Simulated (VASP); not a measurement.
# SnO2 (R-3m) in VASP: single point with LDA

Aim: the single point of SnO2 with LDA.

All numbers are computed with VASP 6.6.1; they aren't measurements. Logs are shortened: lines on timing, memory, paths and dates and some standing lists are left out, and cuts for length are marked.

### Step 1. The cell of the first run

The structure is trigonal, space group R-3m (No. 166). The conventional cell has a = 3.234 Å, b = 3.234 Å, c = 14.402 Å, α = 90.00°, β = 90.00°, γ = 120.00°. Sn (site symmetry -3m) has 6 O at 2.13 Å within 2.8 Å. Within 2.8 Å of O (site symmetry 3m) lie 3 Sn at 2.13 Å and 3 O at 2.76 Å.

### Step 2. Single point, LDA

Contents of INCAR:

```
SYSTEM = SnO2
ALGO = Normal ; EDIFF = 1E-6
ENCUT = 600 ; GGA = CA
GGA_COMPAT = .False. ; ISIF = 2
ISMEAR = 0 ; LASPH = .True.
LCHARG = .False. ; LREAL = .False.
LWAVE = .False. ; NBANDS = 20
NELM = 120 ; PREC = Accurate
SIGMA = 0.01
```

Contents of KPOINTS:

```
k-points
0
Gamma
  4 4 4
  0 0 0
```

Contents of POSCAR:

```
SnO2
1.0
    1.6170930000      0.9336290000      4.8005930000
   -1.6170930000      0.9336290000      4.8005930000
    0.0000000000     -1.8672580000      4.8005930000
Sn O
1 2
Direct
    0.5000000000      0.5000000000      0.5000000000
    0.2371700000      0.2371700000      0.2371700000
    0.7628300000      0.7628300000      0.7628300000
```

Potentials or basis: VASP PAW LDA potentials, release 64 (Sn_d, O).

On the command line:

```
cat potpaw_LDA.64/Sn_d/POTCAR potpaw_LDA.64/O/POTCAR > POTCAR
mpirun -np 1 vasp_std > vasp.out
```

OUTCAR:

```text
SYSTEM = SnO2
   EDIFF = 1E-6
   ENCUT = 600
   GGA = CA
   ISIF = 2
   ISMEAR = 0
   LASPH = .True.
   LREAL = .False.
   NELM = 120
   PREC = Accurate

 ion  position               nearest neighbor table
   1  0.500  0.500  0.500-   2 2.13   3 2.13   2 2.13   2 2.13   3 2.13   3 2.13
   2  0.237  0.237  0.237-   1 2.13   1 2.13   1 2.13
   3  0.763  0.763  0.763-   1 2.13   1 2.13   1 2.13

  LATTYP: Found a trigonal (rhomboedric) cell.
 ALAT       =     5.1509558367
 COS(alpha) =     0.8028828836

  Lattice vectors:

 A1 = (   1.6170930000,   0.9336290000,   4.8005930000)
 A2 = (  -1.6170930000,   0.9336290000,   4.8005930000)
 A3 = (   0.0000000000,  -1.8672580000,   4.8005930000)

Analysis of symmetry for initial positions (statically):
=====================================================================
 Subroutine PRICEL returns:
 Original cell was already a primitive cell.

 Routine SETGRP: Setting up the symmetry group for a
 trigonal (rhombohedral) supercell.

 Subroutine GETGRP returns: Found 12 space group operations
 (whereof 12 operations were pure point group operations)
 out of a pool of 12 trial point group operations.

The static configuration has the point symmetry D_3d.

Analysis of symmetry for dynamics (positions and initial velocities):
=====================================================================
 Subroutine PRICEL returns:
 Original cell was already a primitive cell.

 Routine SETGRP: Setting up the symmetry group for a
 trigonal (rhombohedral) supercell.

 Subroutine GETGRP returns: Found 12 space group operations
 (whereof 12 operations were pure point group operations)
 out of a pool of 12 trial point group operations.

The dynamic configuration has the point symmetry D_3d.

 Subroutine INISYM returns: Found 12 space group operations
 (whereof 12 operations are pure point group operations),
 and found     1 'primitive' translations

----------------------------------------------------------------------------------------

                                     Primitive cell

  volume of cell :      43.4866

  direct lattice vectors                    reciprocal lattice vectors
     1.617093000  0.933629000  4.800593000     0.309196812  0.178514878  0.069435866
    -1.617093000  0.933629000  4.800593000    -0.309196812  0.178514878  0.069435866
     0.000000000 -1.867258000  4.800593000     0.000000000 -0.357029755  0.069435866

  length of vectors
     5.150955837  5.150955837  5.150955794     0.363719080  0.363719080  0.363719103

  position of ions in fractional coordinates (direct lattice)
     0.500000000  0.500000000  0.500000000
     0.237170000  0.237170000  0.237170000
     0.762830000  0.762830000  0.762830000

  ion indices of the primitive-cell ions
   primitive index   ion index
                 1           1
                 2           2
                 3           3

----------------------------------------------------------------------------------------

 KPOINTS: k-points

Automatic generation of k-mesh.
 Grid dimensions read from file:
 generate k-points for:    4    4    4

 Generating k-lattice:

  Cartesian coordinates                     Fractional coordinates (reciprocal lattice)
     0.077299203  0.044628719  0.017358967     0.250000000  0.000000000  0.000000000
    -0.077299203  0.044628719  0.017358967     0.000000000  0.250000000  0.000000000
     0.000000000 -0.089257439  0.017358967     0.000000000  0.000000000  0.250000000

  Length of vectors
     0.090929770  0.090929770  0.090929776

  Shift w.r.t. Gamma in fractional coordinates (k-lattice)
     0.000000000  0.000000000  0.000000000

 Subroutine IBZKPT returns following result:
 ===========================================

 Found     13 irreducible k-points:

 Following reciprocal coordinates:
            Coordinates               Weight
  0.000000  0.000000  0.000000      1.000000
  0.250000  0.000000  0.000000      6.000000
  0.500000  0.000000  0.000000      3.000000
  0.250000  0.250000  0.000000      6.000000
  0.500000  0.250000 -0.000000     12.000000
 -0.250000  0.250000  0.000000      6.000000
  0.500000  0.500000  0.000000      3.000000
  0.250000  0.250000  0.250000      2.000000
  0.500000  0.250000  0.250000      6.000000
 -0.250000  0.250000  0.250000      6.000000
  0.500000  0.500000  0.250000      6.000000
 -0.250000  0.500000  0.250000      6.000000
  0.500000  0.500000  0.500000      1.000000
   k-points           NKPTS =     13   k-points in BZ     NKDIM =     13   number of bands    NBANDS=     20
   number of dos      NEDOS =    301   number of ions     NIONS =      3
   total plane-waves  NPLWV =  74088
   dimension x,y,z NGX =    42 NGY =   42 NGZ =   42
   dimension x,y,z NGXF=    84 NGYF=   84 NGZF=   84
   ions per type =               1   2
   NGX,Y,Z   is equivalent  to a cutoff of  13.56, 13.56, 13.56 a.u.
   NGXF,Y,Z  is equivalent  to a cutoff of  27.11, 27.11, 27.11 a.u.
 SYSTEM =  SnO2
   PREC   = accura    normal or accurate (medium, high low for compatibility)
   ISTART =      0    job   : 0-new  1-cont  2-samecut
   ICHARG =      2    charge: 1-file 2-atom 10-const
   ISPIN  =      1    spin polarized calculation?
   LNONCOLLINEAR =      F non collinear calculations
   LSORBIT =      F    spin-orbit coupling
   LASPH  =      T    aspherical Exc in radial PAW
   ENCUT  =  600.0 eV  44.10 Ry    6.64 a.u.  10.29 10.29 10.29*2*pi/ulx,y,z
   NELM   =    120;   NELMIN=  2; NELMDL= -5     # of ELM steps
   EDIFF  = 0.1E-05   stopping-criterion for ELM
   LREAL  =      F    real-space projection
   EDIFFG = 0.1E-04   stopping-criterion for IOM
   NSW    =      0    number of steps for IOM
   IBRION =     -1    ionic relax: 0-MD 1-quasi-New 2-CG
   NFREE  =      0    steps in history (QN), initial steepest desc. (CG)
   ISIF   =      2    stress and relaxation
   ISYM   =      2    0-nonsym 1-usesym 2-fastsym
   POTIM  = 0.5000    time-step for ionic-motion
   TEBEG  =    0.0;   TEEND  =   0.0 temperature during run
   PSTRESS=    0.0 pullay stress
   NELECT =      26.0000    total number of electrons
   NUPDOWN=      -1.0000    fix difference up-down
   EMIN   =  10.00;   EMAX   =-10.00  energy-range for DOS
   EFERMI =   0.00;   METHOD = LEGACY
   ISMEAR =     0;   SIGMA  =   0.01  broadening in eV -4-tet -1-fermi 0-gaus
   EFERMI_NEDOS =   21; number of points for ismear=-14 and -15
   IALGO  =     38    algorithm
   IMIX   =      4    mixing-type and parameters
     AMIX     =   0.40;   BMIX     =  1.00
     AMIX_MAG =   1.60;   BMIX_MAG =  1.00
  volume/ion in A,a.u.               =      14.50        97.82
  Fermi-wavevector in a.u.,A,eV,Ry     =   1.379158  2.606231 25.879338  1.902078
  Thomas-Fermi vector in A             =   2.504154
   LORBIT       =      0    0 simple, 1 ext, 2 COOP (PROOUT), +10 PAW based schemes
   GGA     = CA    functional components
   LHFCALC =     F    Hartree Fock is set to
   AEXX    =    0.0000 exact exchange contribution
   IVDW    =     0    specifies the selected vdW correction
   LEPSILON=     F    determine dielectric tensor
   LRPA    =     F    only Hartree local field effects (RPA)
 non-spin polarized calculation
 Gauss-broadening in eV      SIGMA  =   0.01
  energy-cutoff  :      600.00
  volume of cell :       43.49
 maximum number of plane-waves:      1466
 NGX is ok and might be reduce to    42
   NGX = 21   NGY = 21   NGZ = 21

 number of electron      26.0000002 magnetization

 Free energy of the ion-electron system (eV)
  ---------------------------------------------------
  ext. energy  EPLUGINS =         0.00000000
  ---------------------------------------------------
  free energy    TOTEN  =       -20.42852867 eV

  energy without entropy =      -20.42852867  energy(sigma->0) =      -20.42852867

 E-fermi :   3.0943     XC(G=0): -10.5604

 val. band max:        2.9736427785   @ k =   0.5000   0.5000   0.0000
 cond. band min:       4.7611501779   @ k =   0.0000   0.0000   0.0000
 fundamental gap:      1.7875073995
 Fermi energy:         3.0943253072

 k-point     1 :       0.0000    0.0000    0.0000
  band No.  band energies     occupation
      1     -16.9073      2.00000
      2     -16.7203      2.00000
      3     -16.7203      2.00000
      4     -16.5243      2.00000
      5     -16.5243      2.00000
      6     -14.7337      2.00000
[... 12 lines left out ...]
     19      19.9129      0.00000
     20      19.9141      0.00000

 k-point     2 :       0.2500    0.0000    0.0000
  band No.  band energies     occupation
      1     -17.1268      2.00000
      2     -16.7016      2.00000
      3     -16.6336      2.00000
      4     -16.5814      2.00000
      5     -16.5014      2.00000
      6     -14.2503      2.00000
[... 12 lines left out ...]
     19      16.0618      0.00000
     20      19.6755      0.00000

 k-point     3 :       0.5000    0.0000    0.0000
  band No.  band energies     occupation
      1     -17.4627      2.00000
      2     -16.6762      2.00000
      3     -16.6228      2.00000
      4     -16.4878      2.00000
      5     -16.3977      2.00000
      6     -13.4631      2.00000
[... 12 lines left out ...]
     19      15.8694      0.00000
     20      16.0838      0.00000

 k-point     4 :       0.2500    0.2500    0.0000
  band No.  band energies     occupation
      1     -17.1259      2.00000
      2     -16.7010      2.00000
      3     -16.6334      2.00000
      4     -16.5819      2.00000
      5     -16.5013      2.00000
      6     -14.2476      2.00000
[... 176 lines left out ...]
 k-point    12 :      -0.2500    0.5000    0.2500
  band No.  band energies     occupation
      1     -17.2540      2.00000
      2     -16.8851      2.00000
      3     -16.5944      2.00000
      4     -16.5688      2.00000
      5     -16.4541      2.00000
      6     -13.1602      2.00000
[... 12 lines left out ...]
     19      16.6873      0.00000
     20      18.2708      0.00000

 k-point    13 :       0.5000    0.5000    0.5000
  band No.  band energies     occupation
      1     -16.9082      2.00000
      2     -16.7200      2.00000
      3     -16.7200      2.00000
      4     -16.5242      2.00000
      5     -16.5242      2.00000
      6     -14.6284      2.00000
[... 12 lines left out ...]
     19      19.0776      0.00000
     20      20.1157      0.00000

------------------------ aborting loop because EDIFF is reached ----------------------------------------

  FORCE on cell =-STRESS in cart. coord.  units (eV):
  Direction    XX          YY          ZZ          XY          YZ          ZX
  --------------------------------------------------------------------------------------
  -------------------------------------------------------------------------------------
  Total       -2.4881903     -2.4881898     -2.0053002      0.0000000      0.0000000      0.0000000
  in kB      -91.6724206    -91.6724051    -73.8812982      0.0000000      0.0000000      0.0000000
  external PRESSURE =     -85.7420413 kB  Pullay stress =       0.0000000 kB

 VOLUME and BASIS-vectors are now :
 -----------------------------------------------------------------------------
  energy-cutoff  :      600.00
  volume of cell :       43.49
      direct lattice vectors                 reciprocal lattice vectors
     1.617093000  0.933629000  4.800593000     0.309196812  0.178514878  0.069435866
    -1.617093000  0.933629000  4.800593000    -0.309196812  0.178514878  0.069435866
     0.000000000 -1.867258000  4.800593000     0.000000000 -0.357029755  0.069435866

 POSITION                                       TOTAL-FORCE (eV/Angst)
 -----------------------------------------------------------------------------------
      0.00000      0.00000      7.20089         0.000000      0.000000      0.000000
      0.00000      0.00000      3.41567         0.000000      0.000000     -0.627238
      0.00000      0.00000     10.98611         0.000000     -0.000000      0.627238
 -----------------------------------------------------------------------------------
    total drift:                                0.000000      0.000000     -0.000000

  FREE ENERGIE OF THE ION-ELECTRON SYSTEM (eV)
  ---------------------------------------------------
  free  energy   TOTEN  =       -20.4285286732 eV

  energy  without entropy=      -20.4285286732  energy(sigma->0) =      -20.42852867
```

Run time: 32 s. Hardware: 1 thread of Intel Xeon 6975P-C, shared host; peak memory 0.21 GiB.

What came out:

```
Free energy            : -20.4285 eV
Pressure               : -8.6 GPa
Largest force          : 0.627 eV/Å
Band gap on the k mesh : 1.79 eV, indirect (least direct gap 1.89 eV)
```

Forces on the atoms (eV/Å):
```
Sn   0.000  0.000  0.000
O    0.000  0.000 -0.627
O    0.000  0.000  0.627
```

Caveat: the k points lie up to 0.57 Å⁻¹ apart; spin-orbit coupling is left out, which moves the levels of the heavy elements.
